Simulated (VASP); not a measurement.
# CuI (Marshite) (I-4m2) in VASP: a series of runs

Runs on CuI (Marshite). Level: PBEsol. Tasks: single point.

Everything below comes from runs of VASP 6.6.1. Logs are shortened: lines on timing, memory, paths and dates and some standing lists are left out, and cuts for length are marked.

**1. The cell of the first run**

It takes space group I-4m2 (No. 119, tetragonal). Conventional cell: a = 4.158 Å, b = 4.158 Å, c = 5.975 Å, α = 90.00°, β = 90.00°, γ = 90.00°. Cu (site symmetry -4m2) has 4 I at 2.56 Å within 3.4 Å. I (site symmetry -4m2) has 4 Cu at 2.56 Å within 3.4 Å.

**2. Single point, PBEsol (in-plane strain -0.01)**

The input, INCAR:

```
SYSTEM = CuI
PREC     = Accurate       ! precision mode
ENCUT    = 520            ! plane-wave cutoff, eV
EDIFF    = 1E-6           ! SCF threshold, eV
ISMEAR   = 0              ! smearing method
SIGMA    = 0.01           ! smearing width, eV
LREAL    = .FALSE.        ! projectors in reciprocal space
LASPH    = .TRUE.         ! aspherical terms in the spheres
NELM     = 80             ! most SCF steps
ALGO     = Normal         ! electronic algorithm
ISIF     = 2              ! what is computed and relaxed
LWAVE    = .FALSE.        ! write WAVECAR
LCHARG   = .TRUE.         ! write CHGCAR
GGA      = PS             ! functional
LELF     = .TRUE.         ! ELF
LVHAR    = .TRUE.       
NBANDS   = 16             ! bands
```

The input, KPOINTS:

```
regular mesh
0
G
  6 6 6
  0 0 0
```

The input, POSCAR:

```
CuI
1.0
    2.9398452882      2.9398452882      0.0000000000
   -2.9398452882      2.9398452882      0.0000000000
    0.0000000000      2.9398452882      2.9873579394
Cu I
1 1
Direct
    0.7500000000      0.2500000000      0.5000000000
    0.0000000000      0.0000000000      0.0000000000
```

Potentials or basis: VASP PAW PBE potentials, release 64 (Cu, I).

Launch:

```console
> cat potpaw_PBE.64/Cu/POTCAR potpaw_PBE.64/I/POTCAR > POTCAR
> mpirun -np 1 vasp_std > vasp.out
```

OUTCAR:

```text
SYSTEM = CuI
   PREC = Accurate
   ENCUT = 520
   EDIFF = 1E-6
   ISMEAR = 0
   LREAL = .FALSE.
   LASPH = .TRUE.
   NELM = 80
   ISIF = 2
   GGA = PS

 ion  position               nearest neighbor table
   1  0.750  0.250  0.500-   2 2.56   2 2.56   2 2.56   2 2.56
   2  0.000  0.000  0.000-   1 2.56   1 2.56   1 2.56   1 2.56

  LATTYP: Found a body centered tetragonal cell.
 ALAT       =     4.1575690779
 C/A-ratio  =     1.4370695392

  Lattice vectors:

 A1 = (   2.9398452882,   0.0000000000,  -2.9873579394)
 A2 = (  -2.9398452882,   0.0000000000,  -2.9873579394)
 A3 = (   0.0000000000,   2.9398452882,   2.9873579394)

Analysis of symmetry for initial positions (statically):
=====================================================================
 Subroutine PRICEL returns:
 Original cell was already a primitive cell.

 Routine SETGRP: Setting up the symmetry group for a
 body centered tetragonal supercell.

 Subroutine GETGRP returns: Found  8 space group operations
 (whereof  8 operations were pure point group operations)
 out of a pool of 16 trial point group operations.

The static configuration has the point symmetry D_2d.

Analysis of symmetry for dynamics (positions and initial velocities):
=====================================================================
 Subroutine PRICEL returns:
 Original cell was already a primitive cell.

 Routine SETGRP: Setting up the symmetry group for a
 body centered tetragonal supercell.

 Subroutine GETGRP returns: Found  8 space group operations
 (whereof  8 operations were pure point group operations)
 out of a pool of 16 trial point group operations.

The dynamic configuration has the point symmetry D_2d.

 Subroutine INISYM returns: Found  8 space group operations
 (whereof  8 operations are pure point group operations),
 and found     1 'primitive' translations

----------------------------------------------------------------------------------------

                                     Primitive cell

  volume of cell :      51.6376

  direct lattice vectors                    reciprocal lattice vectors
     2.939845288  2.939845288  0.000000000     0.170076977  0.170076977 -0.167371976
    -2.939845288  2.939845288  0.000000000    -0.170076977  0.170076977 -0.167371976
     0.000000000  2.939845288  2.987357939     0.000000000  0.000000000  0.334743951

  length of vectors
     4.157569078  4.157569078  4.191300249     0.293028556  0.293028556  0.334743951

  position of ions in fractional coordinates (direct lattice)
     0.750000000  0.250000000  0.500000000
     0.000000000  0.000000000  0.000000000

  ion indices of the primitive-cell ions
   primitive index   ion index
                 1           1
                 2           2

----------------------------------------------------------------------------------------

 KPOINTS: regular mesh

Automatic generation of k-mesh.
 Grid dimensions read from file:
 generate k-points for:    6    6    6

 Generating k-lattice:

  Cartesian coordinates                     Fractional coordinates (reciprocal lattice)
     0.028346163  0.028346163 -0.027895329     0.166666667  0.000000000  0.000000000
    -0.028346163  0.028346163 -0.027895329     0.000000000  0.166666667  0.000000000
     0.000000000  0.000000000  0.055790659     0.000000000  0.000000000  0.166666667

  Length of vectors
     0.048838093  0.048838093  0.055790659

  Shift w.r.t. Gamma in fractional coordinates (k-lattice)
     0.000000000  0.000000000  0.000000000

 Subroutine IBZKPT returns following result:
 ===========================================

 Found     30 irreducible k-points:

 Following reciprocal coordinates:
            Coordinates               Weight
  0.000000  0.000000  0.000000      1.000000
  0.166667  0.000000  0.000000      8.000000
  0.333333  0.000000  0.000000      8.000000
  0.500000  0.000000  0.000000      4.000000
  0.166667  0.166667  0.000000      8.000000
  0.333333  0.166667 -0.000000     16.000000
[... 16 lines left out ...]
 -0.333333 -0.333333  0.166667      4.000000
 -0.166667 -0.333333  0.166667     16.000000
 [... further k-points ...]
   k-points           NKPTS =     30   k-points in BZ     NKDIM =     30   number of bands    NBANDS=     16
   number of dos      NEDOS =    301   number of ions     NIONS =      2
   total plane-waves  NPLWV =  32768
   dimension x,y,z NGX =    32 NGY =   32 NGZ =   32
   dimension x,y,z NGXF=    64 NGYF=   64 NGZF=   64
   ions per type =               1   1
   NGX,Y,Z   is equivalent  to a cutoff of  12.80, 12.80, 12.69 a.u.
   NGXF,Y,Z  is equivalent  to a cutoff of  25.59, 25.59, 25.39 a.u.
 SYSTEM =  CuI
   PREC   = accura    normal or accurate (medium, high low for compatibility)
   ISTART =      0    job   : 0-new  1-cont  2-samecut
   ICHARG =      2    charge: 1-file 2-atom 10-const
   ISPIN  =      1    spin polarized calculation?
   LNONCOLLINEAR =      F non collinear calculations
   LSORBIT =      F    spin-orbit coupling
   LASPH  =      T    aspherical Exc in radial PAW
   ENCUT  =  520.0 eV  38.22 Ry    6.18 a.u.   7.73  7.73  7.79*2*pi/ulx,y,z
   NELM   =     80;   NELMIN=  2; NELMDL= -5     # of ELM steps
   EDIFF  = 0.1E-05   stopping-criterion for ELM
   LREAL  =      F    real-space projection
   EDIFFG = 0.1E-04   stopping-criterion for IOM
   NSW    =      0    number of steps for IOM
   IBRION =     -1    ionic relax: 0-MD 1-quasi-New 2-CG
   NFREE  =      0    steps in history (QN), initial steepest desc. (CG)
   ISIF   =      2    stress and relaxation
   ISYM   =      2    0-nonsym 1-usesym 2-fastsym
   POTIM  = 0.5000    time-step for ionic-motion
   TEBEG  =    0.0;   TEEND  =   0.0 temperature during run
   PSTRESS=    0.0 pullay stress
   NELECT =      18.0000    total number of electrons
   NUPDOWN=      -1.0000    fix difference up-down
   EMIN   =  10.00;   EMAX   =-10.00  energy-range for DOS
   EFERMI =   0.00;   METHOD = LEGACY
   ISMEAR =     0;   SIGMA  =   0.01  broadening in eV -4-tet -1-fermi 0-gaus
   EFERMI_NEDOS =   21; number of points for ismear=-14 and -15
   IALGO  =     38    algorithm
   IMIX   =      4    mixing-type and parameters
     AMIX     =   0.40;   BMIX     =  1.00
     AMIX_MAG =   1.60;   BMIX_MAG =  1.00
  volume/ion in A,a.u.               =      25.82       174.23
  Fermi-wavevector in a.u.,A,eV,Ry     =   1.152153  2.177254 18.061152  1.327457
  Thomas-Fermi vector in A             =   2.288806
   LORBIT       =      0    0 simple, 1 ext, 2 COOP (PROOUT), +10 PAW based schemes
   GGA     = PS    functional components
   LHFCALC =     F    Hartree Fock is set to
   AEXX    =    0.0000 exact exchange contribution
   IVDW    =     0    specifies the selected vdW correction
   LEPSILON=     F    determine dielectric tensor
   LRPA    =     F    only Hartree local field effects (RPA)
 non-spin polarized calculation
 Gauss-broadening in eV      SIGMA  =   0.01
  energy-cutoff  :      520.00
  volume of cell :       51.64
 maximum number of plane-waves:      1403
   NGX = 15   NGY = 15   NGZ = 15

 number of electron      17.9999987 magnetization

 Free energy of the ion-electron system (eV)
  ---------------------------------------------------
  ext. energy  EPLUGINS =         0.00000000
  ---------------------------------------------------
  free energy    TOTEN  =        -6.31464560 eV

  energy without entropy =       -6.31464560  energy(sigma->0) =       -6.31464560

 E-fermi :   5.2398     XC(G=0):  -9.4936

 val. band max:        5.1483324097   @ k =   0.0000   0.0000   0.0000
 cond. band min:       6.3756112493   @ k =   0.0000   0.0000   0.0000
 fundamental gap:      1.2272788395
 Fermi energy:         5.2398401332

 k-point     1 :       0.0000    0.0000    0.0000
  band No.  band energies     occupation
      1      -9.3105      2.00000
      2       1.1165      2.00000
      3       1.1362      2.00000
      4       1.1362      2.00000
      5       2.9168      2.00000
      6       2.9334      2.00000
[... 8 lines left out ...]
     15      14.7224      0.00000
     16      14.9790      0.00000

 k-point     2 :       0.1667    0.0000    0.0000
  band No.  band energies     occupation
      1      -9.1600      2.00000
      2       0.6118      2.00000
      3       1.1334      2.00000
      4       1.1565      2.00000
      5       2.9074      2.00000
      6       2.9208      2.00000
[... 8 lines left out ...]
     15      13.9546      0.00000
     16      14.2334      0.00000

 k-point     3 :       0.3333    0.0000    0.0000
  band No.  band energies     occupation
      1      -8.8247      2.00000
      2      -0.4346      2.00000
      3       1.1441      2.00000
      4       1.1896      2.00000
      5       2.9236      2.00000
      6       2.9279      2.00000
[... 8 lines left out ...]
     15      14.4154      0.00000
     16      14.4407      0.00000

 k-point     4 :       0.5000    0.0000    0.0000
  band No.  band energies     occupation
      1      -8.6346      2.00000
      2      -0.9564      2.00000
      3       1.1440      2.00000
      4       1.2013      2.00000
      5       2.9551      2.00000
      6       2.9564      2.00000
[... 8 lines left out ...]
     15      16.1498      0.00000
     16      16.2682      0.00000
[... 324 lines left out ...]
 k-point    22 :      -0.1667    0.5000    0.1667
  band No.  band energies     occupation
      1      -8.5882      2.00000
      2      -0.4451      2.00000
      3       0.6113      2.00000
      4       1.1270      2.00000
      5       2.8526      2.00000
      6       2.9506      2.00000
[... 8 lines left out ...]
     15      16.4110      0.00000
     16      17.5452      0.00000

 k-point    23 :      -0.3333   -0.3333    0.1667
  band No.  band energies     occupation
      1      -8.3972      2.00000
      2      -0.5811      2.00000
      3       0.4407      2.00000
      4       0.9796      2.00000
      5       2.8483      2.00000
      6       2.8752      2.00000
[... 8 lines left out ...]
     15      16.8503      0.00000
     16      17.3959      0.00000

 k-point    24 :      -0.1667   -0.3333    0.1667
  band No.  band energies     occupation
      1      -8.4636      2.00000
      2      -0.4959      2.00000
      3       0.2982      2.00000
      4       1.0877      2.00000
      5       2.8131      2.00000
      6       2.9205      2.00000
[... 8 lines left out ...]
     15      16.4312      0.00000
     16      17.1792      0.00000

 [... further k-points ...]
[... 5 lines left out ...]
  --------------------------------------------------------------------------------------
  -------------------------------------------------------------------------------------
  Total        0.4212636      0.4212636      0.3211118      0.0000000      0.0000000      0.0000000
  in kB       13.0706834     13.0706834      9.9632410      0.0000000      0.0000000      0.0000000
  external PRESSURE =      12.0348693 kB  Pullay stress =       0.0000000 kB

 VOLUME and BASIS-vectors are now :
 -----------------------------------------------------------------------------
  energy-cutoff  :      520.00
  volume of cell :       51.64
      direct lattice vectors                 reciprocal lattice vectors
     2.939845288  2.939845288  0.000000000     0.170076977  0.170076977 -0.167371976
    -2.939845288  2.939845288  0.000000000    -0.170076977  0.170076977 -0.167371976
     0.000000000  2.939845288  2.987357939     0.000000000  0.000000000  0.334743951

 POSITION                                       TOTAL-FORCE (eV/Angst)
 -----------------------------------------------------------------------------------
      1.46992      4.40977      1.49368        -0.000000     -0.000000      0.000000
      0.00000      0.00000      0.00000         0.000000      0.000000      0.000000
 -----------------------------------------------------------------------------------
    total drift:                               -0.000001     -0.000000     -0.000000

  FREE ENERGIE OF THE ION-ELECTRON SYSTEM (eV)
  ---------------------------------------------------
  free  energy   TOTEN  =        -6.3146455998 eV

  energy  without entropy=       -6.3146455998  energy(sigma->0) =       -6.31464560
```

It took 10 s on 1 thread of Intel Xeon 6975P-C (Granite Rapids), shared host; peak memory 0.18 GiB.

What came out:

| Quantity | Value |
| --- | --- |
| Free energy | -6.3146 eV |
| Pressure | 1.2 GPa |
| Band gap on the k mesh | 1.23 eV, direct |

Levels at points of the mesh, in eV from the valence-band top:
| k point | band 5 | band 6 | band 7 | band 8 | band 9 | band 10 | band 11 | band 12 | band 13 | band 14 |
| --- | --- | --- | --- | --- | --- | --- | --- | --- | --- | --- |
| (0.00, 0.00, 0.00) | -2.23 | -2.21 | -0.03 | 0.00 | 0.00 | 1.23 | 4.72 | 4.74 | 4.74 | 8.13 |
| (0.50, 0.00, 0.00) | -2.19 | -2.19 | -2.14 | -0.87 | -0.84 | 2.13 | 5.23 | 5.35 | 7.34 | 9.33 |
| (0.50, 0.50, 0.00) | -2.27 | -2.15 | -2.12 | -1.83 | -1.80 | 2.41 | 2.74 | 9.66 | 10.02 | 10.15 |
| (0.00, 0.00, 0.50) | -2.28 | -2.17 | -2.12 | -1.81 | -1.81 | 2.48 | 2.86 | 9.52 | 10.11 | 10.11 |

Caveat: the cell differs from its parent crystal (in-plane strain -0.01); the PAW data sets were made with another functional, which shifts forces and pressure a little; spin-orbit coupling is left out, which moves the levels of the heavy elements.

**3. Single point, PBEsol (in-plane strain -0.005, then relaxed in part)**

The input, INCAR:

```
  PREC = Accurate
  ENCUT = 520
  EDIFF = 1E-6
  ISMEAR = 0
  SIGMA = 0.01
  LREAL = False
  LASPH = True
  NELM = 60
  ALGO = Normal
  ISIF = 2
  LWAVE = False
  LCHARG = True
  GGA = PS
  LELF = True
  LVHAR = True
  NBANDS = 16
```

The input, KPOINTS:

```
regular mesh
0
Gamma
  6 6 6
```

The input, POSCAR:

```
CuI
1.0
    2.9546929917      2.9546929917      0.0000000000
   -2.9546929917      2.9546929917      0.0000000000
    0.0000000000      2.9546929917      2.9915638706
Cu I
1 1
Direct
    0.7500000000      0.2500000000      0.5000000000
    0.0000000000      0.0000000000      0.0000000000
```

Potentials or basis: VASP PAW PBE potentials, release 64 (Cu, I).

Launch:

```console
> cat potpaw_PBE.64/Cu/POTCAR potpaw_PBE.64/I/POTCAR > POTCAR
> mpirun -np 1 vasp_std > vasp.out
```

Run time: 10 s. Hardware: 1 thread of Intel Xeon 6975P-C (Granite Rapids), shared host; peak memory 0.19 GiB.

It converged, with:

- Free energy: -6.3171 eV
- Pressure: 0.6 GPa
- Band gap on the k mesh: 1.20 eV, direct

Stress tensor (GPa, compression positive):
```
0.69 0.00 0.00
0.00 0.69 0.00
0.00 0.00 0.44
```

Levels at points of the mesh, in eV from the valence-band top:
| k point | band 7 | band 8 | band 9 | band 10 | band 11 | band 12 |
| --- | --- | --- | --- | --- | --- | --- |
| (0.00, 0.00, 0.00) | -0.02 | 0.00 | 0.00 | 1.20 | 4.74 | 4.76 |
| (0.50, 0.00, 0.00) | -2.09 | -0.85 | -0.82 | 2.12 | 5.26 | 5.35 |
| (0.50, 0.50, 0.00) | -2.07 | -1.78 | -1.75 | 2.44 | 2.76 | 9.56 |
| (0.00, 0.00, 0.50) | -2.07 | -1.76 | -1.76 | 2.50 | 2.86 | 9.46 |

Caveat: the cell differs from its parent crystal (in-plane strain -0.005, then relaxed in part); the PAW data sets were made with another functional, which shifts forces and pressure a little; spin-orbit coupling is left out, which moves the levels of the heavy elements.
